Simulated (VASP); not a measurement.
# Se (P3_121) in VASP: notebook

Runs on Se. Level: PBEsol. Tasks: single point.

All numbers are computed with VASP 6.6.1; they aren't measurements. Logs are shortened: lines on timing, memory, paths and dates and some standing lists are left out, and cuts for length are marked.

### Step 1. The cell of the first run

It takes space group P3_121 (No. 152, trigonal). The conventional cell has a = 4.279 Å, b = 4.279 Å, c = 4.954 Å, α = 90.00°, β = 90.00°, γ = 120.00°. Se (site symmetry 2) has 2 Se at 2.35 Å within 3.1 Å.

### Step 2. Single point, PBEsol (equal xx and yy strain of -2 %)

File INCAR:

```
SYSTEM = Se
PREC     = Accurate       ! precision mode
ENCUT    = 520            ! plane-wave cutoff, eV
EDIFF    = 1E-6           ! SCF threshold, eV
ISMEAR   = -1             ! smearing method
SIGMA    = 0.03           ! smearing width, eV
LREAL    = .FALSE.        ! projectors in reciprocal space
LASPH    = .TRUE.         ! aspherical terms in the spheres
NELM     = 60             ! most SCF steps
ALGO     = Normal         ! electronic algorithm
ISIF     = 2              ! what is computed and relaxed
LWAVE    = .FALSE.        ! write WAVECAR
LCHARG   = .FALSE.        ! write CHGCAR
GGA      = PS             ! functional
NBANDS   = 16             ! bands
```

File KPOINTS:

```
Automatic mesh
0
G
  6 6 5
  0 0 0
```

File POSCAR:

```
Se
1.0
    4.2788759499      0.0000000000      0.0000000000
   -2.1394379750      3.7056152723      0.0000000000
    0.0000000000      0.0000000000      4.9536000000
Se
3
Direct
    0.2254000000      0.0000000000      0.3333333333
    0.0000000000      0.2254000000      0.6666666667
    0.7746000000      0.7746000000      0.0000000000
```

Potentials or basis: VASP PAW PBE potentials, release 64 (Se).

Run with:

```sh
> cat potpaw_PBE.64/Se/POTCAR > POTCAR
> mpirun -np 1 vasp_std > vasp.out
```

OUTCAR:

```text
SYSTEM = Se
   PREC = Accurate
   ENCUT = 520
   EDIFF = 1E-6
   ISMEAR = -1
   LREAL = .FALSE.
   LASPH = .TRUE.
   NELM = 60
   ISIF = 2
   GGA = PS

 ion  position               nearest neighbor table
   1  0.225  0.000  0.333-   3 2.35   2 2.35
   2  0.000  0.225  0.667-   3 2.35   1 2.35
   3  0.775  0.775  0.000-   1 2.35   2 2.35

  LATTYP: Found a hexagonal cell.
 ALAT       =     4.2788759499
 C/A-ratio  =     1.1576872193

  Lattice vectors:

 A1 = (   4.2788759499,   0.0000000000,   0.0000000000)
 A2 = (  -2.1394379750,   3.7056152723,   0.0000000000)
 A3 = (   0.0000000000,   0.0000000000,   4.9536000000)

Analysis of symmetry for initial positions (statically):
=====================================================================
 Subroutine PRICEL returns:
 Original cell was already a primitive cell.

 Routine SETGRP: Setting up the symmetry group for a
 hexagonal supercell.

 Subroutine GETGRP returns: Found  6 space group operations
 (whereof  2 operations were pure point group operations)
 out of a pool of 24 trial point group operations.

The static configuration has the point symmetry C_2 .
 The point group associated with its full space group is D_3 .

Analysis of symmetry for dynamics (positions and initial velocities):
=====================================================================
 Subroutine PRICEL returns:
 Original cell was already a primitive cell.

 Routine SETGRP: Setting up the symmetry group for a
 hexagonal supercell.

 Subroutine GETGRP returns: Found  6 space group operations
 (whereof  2 operations were pure point group operations)
 out of a pool of 24 trial point group operations.

The dynamic configuration has the point symmetry C_2 .
 The point group associated with its full space group is D_3 .

 Subroutine INISYM returns: Found  6 space group operations
 (whereof  2 operations are pure point group operations),
 and found     1 'primitive' translations

----------------------------------------------------------------------------------------

                                     Primitive cell

  volume of cell :      78.5436

  direct lattice vectors                    reciprocal lattice vectors
     4.278875950  0.000000000  0.000000000     0.233706238  0.134930359  0.000000000
    -2.139437975  3.705615272  0.000000000     0.000000000  0.269860719  0.000000000
     0.000000000  0.000000000  4.953600000     0.000000000  0.000000000  0.201873385

  length of vectors
     4.278875950  4.278875950  4.953600000     0.269860719  0.269860719  0.201873385

  position of ions in fractional coordinates (direct lattice)
     0.225400000  0.000000000  0.333333333
     0.000000000  0.225400000  0.666666667
     0.774600000  0.774600000  0.000000000

  ion indices of the primitive-cell ions
   primitive index   ion index
                 1           1
                 2           2
                 3           3

----------------------------------------------------------------------------------------

 KPOINTS: Automatic mesh

Automatic generation of k-mesh.
 Grid dimensions read from file:
 generate k-points for:    6    6    5

 Generating k-lattice:

  Cartesian coordinates                     Fractional coordinates (reciprocal lattice)
     0.038951040  0.022488393  0.000000000     0.166666667  0.000000000  0.000000000
     0.000000000  0.044976786  0.000000000     0.000000000  0.166666667  0.000000000
     0.000000000  0.000000000  0.040374677     0.000000000  0.000000000  0.200000000

  Length of vectors
     0.044976786  0.044976786  0.040374677

  Shift w.r.t. Gamma in fractional coordinates (k-lattice)
     0.000000000  0.000000000  0.000000000

 Subroutine IBZKPT returns following result:
 ===========================================

 Found     27 irreducible k-points:

 Following reciprocal coordinates:
            Coordinates               Weight
  0.000000  0.000000  0.000000      1.000000
  0.166667  0.000000  0.000000      6.000000
  0.333333  0.000000  0.000000      6.000000
  0.500000 -0.000000  0.000000      3.000000
  0.166667  0.166667  0.000000      6.000000
  0.333333  0.166667  0.000000     12.000000
[... 16 lines left out ...]
  0.500000 -0.000000  0.400000      6.000000
  0.166667  0.166667  0.400000     12.000000
 [... further k-points ...]
   k-points           NKPTS =     27   k-points in BZ     NKDIM =     27   number of bands    NBANDS=     16
   number of dos      NEDOS =    301   number of ions     NIONS =      3
   total plane-waves  NPLWV =  40960
   dimension x,y,z NGX =    32 NGY =   32 NGZ =   40
   dimension x,y,z NGXF=    64 NGYF=   64 NGZF=   80
   ions per type =               3
   NGX,Y,Z   is equivalent  to a cutoff of  12.43, 12.43, 13.42 a.u.
   NGXF,Y,Z  is equivalent  to a cutoff of  24.87, 24.87, 26.85 a.u.
 SYSTEM =  Se
   PREC   = accura    normal or accurate (medium, high low for compatibility)
   ISTART =      0    job   : 0-new  1-cont  2-samecut
   ICHARG =      2    charge: 1-file 2-atom 10-const
   ISPIN  =      1    spin polarized calculation?
   LNONCOLLINEAR =      F non collinear calculations
   LSORBIT =      F    spin-orbit coupling
   LASPH  =      T    aspherical Exc in radial PAW
   ENCUT  =  520.0 eV  38.22 Ry    6.18 a.u.   7.96  7.96  9.21*2*pi/ulx,y,z
   NELM   =     60;   NELMIN=  2; NELMDL= -5     # of ELM steps
   EDIFF  = 0.1E-05   stopping-criterion for ELM
   LREAL  =      F    real-space projection
   EDIFFG = 0.1E-04   stopping-criterion for IOM
   NSW    =      0    number of steps for IOM
   IBRION =     -1    ionic relax: 0-MD 1-quasi-New 2-CG
   NFREE  =      0    steps in history (QN), initial steepest desc. (CG)
   ISIF   =      2    stress and relaxation
   ISYM   =      2    0-nonsym 1-usesym 2-fastsym
   POTIM  = 0.5000    time-step for ionic-motion
   TEBEG  =    0.0;   TEEND  =   0.0 temperature during run
   PSTRESS=    0.0 pullay stress
   NELECT =      18.0000    total number of electrons
   NUPDOWN=      -1.0000    fix difference up-down
   EMIN   =  10.00;   EMAX   =-10.00  energy-range for DOS
   EFERMI =   0.00;   METHOD = LEGACY
   ISMEAR =    -1;   SIGMA  =   0.03  broadening in eV -4-tet -1-fermi 0-gaus
   EFERMI_NEDOS =   21; number of points for ismear=-14 and -15
   IALGO  =     38    algorithm
   IMIX   =      4    mixing-type and parameters
     AMIX     =   0.40;   BMIX     =  1.00
     AMIX_MAG =   1.60;   BMIX_MAG =  1.00
  volume/ion in A,a.u.               =      26.18       176.68
  Fermi-wavevector in a.u.,A,eV,Ry     =   1.001833  1.893190 13.655752  1.003669
  Thomas-Fermi vector in A             =   2.134281
   LORBIT       =      0    0 simple, 1 ext, 2 COOP (PROOUT), +10 PAW based schemes
   GGA     = PS    functional components
   LHFCALC =     F    Hartree Fock is set to
   AEXX    =    0.0000 exact exchange contribution
   IVDW    =     0    specifies the selected vdW correction
   LEPSILON=     F    determine dielectric tensor
   LRPA    =     F    only Hartree local field effects (RPA)
 non-spin polarized calculation
  energy-cutoff  :      520.00
  volume of cell :       78.54
 maximum number of plane-waves:      2136
   NGX = 15   NGY = 15   NGZ = 19

 number of electron      17.9999999 magnetization

 Free energy of the ion-electron system (eV)
  ---------------------------------------------------
  ext. energy  EPLUGINS =         0.00000000
  ---------------------------------------------------
  free energy    TOTEN  =       -11.47101095 eV

  energy without entropy =      -11.47101095  energy(sigma->0) =      -11.47101095

 E-fermi :   3.5320     XC(G=0):  -9.2195

 val. band max:        2.8805071849   @ k =  -0.1667   0.5000   0.4000
 cond. band min:       4.1226957922   @ k =   0.0000   0.0000   0.4000
 fundamental gap:      1.2421886073
 Fermi energy:         3.5320436013

 k-point     1 :       0.0000    0.0000    0.0000
  band No.  band energies     occupation
      1     -13.1870      2.00000
      2      -8.8924      2.00000
      3      -8.8924      2.00000
      4      -0.9347      2.00000
      5      -0.9347      2.00000
      6      -0.9188      2.00000
[... 8 lines left out ...]
     15       9.2042      0.00000
     16      11.2512      0.00000

 k-point     2 :       0.1667    0.0000    0.0000
  band No.  band energies     occupation
      1     -13.0698      2.00000
      2      -8.9896      2.00000
      3      -8.8734      2.00000
      4      -1.7759      2.00000
      5      -1.3046      2.00000
      6      -0.7012      2.00000
[... 8 lines left out ...]
     15      10.2152      0.00000
     16      11.2164      0.00000

 k-point     3 :       0.3333    0.0000    0.0000
  band No.  band energies     occupation
      1     -12.8018      2.00000
      2      -9.2483      2.00000
      3      -8.8340      2.00000
      4      -2.3697      2.00000
      5      -1.7610      2.00000
      6      -0.7859      2.00000
[... 8 lines left out ...]
     15      11.4570      0.00000
     16      12.3884      0.00000

 k-point     4 :       0.5000   -0.0000    0.0000
  band No.  band energies     occupation
      1     -12.6445      2.00000
      2      -9.4165      2.00000
      3      -8.8136      2.00000
      4      -2.4956      2.00000
      5      -1.9495      2.00000
      6      -0.6401      2.00000
[... 8 lines left out ...]
     15      12.8022      0.00000
     16      12.8135      0.00000

 k-point     5 :       0.1667    0.1667    0.0000
  band No.  band energies     occupation
      1     -12.8746      2.00000
      2      -9.1344      2.00000
      3      -8.8860      2.00000
      4      -2.1811      2.00000
      5      -1.8570      2.00000
      6      -0.5669      2.00000
[... 8 lines left out ...]
     15      10.9882      0.00000
     16      11.6948      0.00000

 k-point     6 :       0.3333    0.1667    0.0000
  band No.  band energies     occupation
      1     -12.6485      2.00000
      2      -9.3112      2.00000
      3      -8.9261      2.00000
      4      -2.4013      2.00000
      5      -2.0946      2.00000
      6      -0.4898      2.00000
[... 8 lines left out ...]
     15      12.0297      0.00000
     16      12.4650      0.00000
[... 267 lines left out ...]
 k-point    21 :       0.3333    0.0000    0.4000
  band No.  band energies     occupation
      1     -12.0888      2.00000
      2     -11.2246      2.00000
      3      -7.4376      2.00000
      4      -2.7647      2.00000
      5      -1.6219      2.00000
      6      -1.0542      2.00000
[... 8 lines left out ...]
     15      10.9706      0.00000
     16      11.4918      0.00000

 k-point    22 :       0.0000    0.3333    0.4000
  band No.  band energies     occupation
      1     -12.0792      2.00000
      2     -11.2438      2.00000
      3      -7.3940      2.00000
      4      -2.8930      2.00000
      5      -1.7309      2.00000
      6      -1.0080      2.00000
[... 8 lines left out ...]
     15      10.8217      0.00000
     16      11.8839      0.00000

 k-point    23 :       0.5000   -0.0000    0.4000
  band No.  band energies     occupation
      1     -11.9540      2.00000
      2     -11.1352      2.00000
      3      -7.7076      2.00000
      4      -3.1492      2.00000
      5      -1.8684      2.00000
      6      -1.2115      2.00000
[... 8 lines left out ...]
     15      12.0321      0.00000
     16      12.3420      0.00000

 k-point    24 :       0.1667    0.1667    0.4000
  band No.  band energies     occupation
      1     -12.1450      2.00000
      2     -11.2818      2.00000
      3      -7.2649      2.00000
      4      -2.6230      2.00000
      5      -1.6734      2.00000
      6      -1.0274      2.00000
[... 8 lines left out ...]
     15      10.8226      0.00000
     16      11.1829      0.00000

 [... further k-points ...]
[... 5 lines left out ...]
  --------------------------------------------------------------------------------------
  -------------------------------------------------------------------------------------
  Total        0.8151359      0.8151359      1.9212876     -0.0000000      0.0000000      0.0000000
  in kB       16.6276039     16.6276039     39.1915106     -0.0000000      0.0000000      0.0000000
  external PRESSURE =      24.1489061 kB  Pullay stress =       0.0000000 kB

 VOLUME and BASIS-vectors are now :
 -----------------------------------------------------------------------------
  energy-cutoff  :      520.00
  volume of cell :       78.54
      direct lattice vectors                 reciprocal lattice vectors
     4.278875950  0.000000000  0.000000000     0.233706238  0.134930359  0.000000000
    -2.139437975  3.705615272  0.000000000     0.000000000  0.269860719  0.000000000
     0.000000000  0.000000000  4.953600000     0.000000000  0.000000000  0.201873385

 POSITION                                       TOTAL-FORCE (eV/Angst)
 -----------------------------------------------------------------------------------
      0.96446      0.00000      1.65120         0.737872      0.000000     -0.000000
     -0.48223      0.83525      3.30240        -0.368936      0.639016      0.000000
      1.65721      2.87037      0.00000        -0.368936     -0.639016      0.000000
 -----------------------------------------------------------------------------------
    total drift:                                0.000000      0.000001     -0.000000

  FREE ENERGIE OF THE ION-ELECTRON SYSTEM (eV)
  ---------------------------------------------------
  free  energy   TOTEN  =       -11.4710109480 eV

  energy  without entropy=      -11.4710109479  energy(sigma->0) =      -11.47101095
```

Wall time 29 s (1 thread of AMD EPYC 7R43 (Zen 3), shared host); peak memory 0.16 GiB.

What came out:

| Property | Result |
| --- | --- |
| Free energy | -11.4710 eV |
| Pressure | 2.4 GPa |
| Largest force | 0.738 eV/Å |
| Band gap on the k mesh | 1.24 eV, indirect (least direct gap 1.37 eV) |

Forces on the atoms (eV/Å):
```
Se   0.738  0.000  0.000
Se  -0.369  0.639  0.000
Se  -0.369 -0.639  0.000
```

Stress tensor (GPa, compression positive):
```
1.66 0.00 0.00
0.00 1.66 0.00
0.00 0.00 3.92
```

Caveat: the cell differs from its parent crystal (equal xx and yy strain of -2 %); the PAW data sets were made with another functional, which shifts forces and pressure a little.

(Continued in part 2 of 3.)
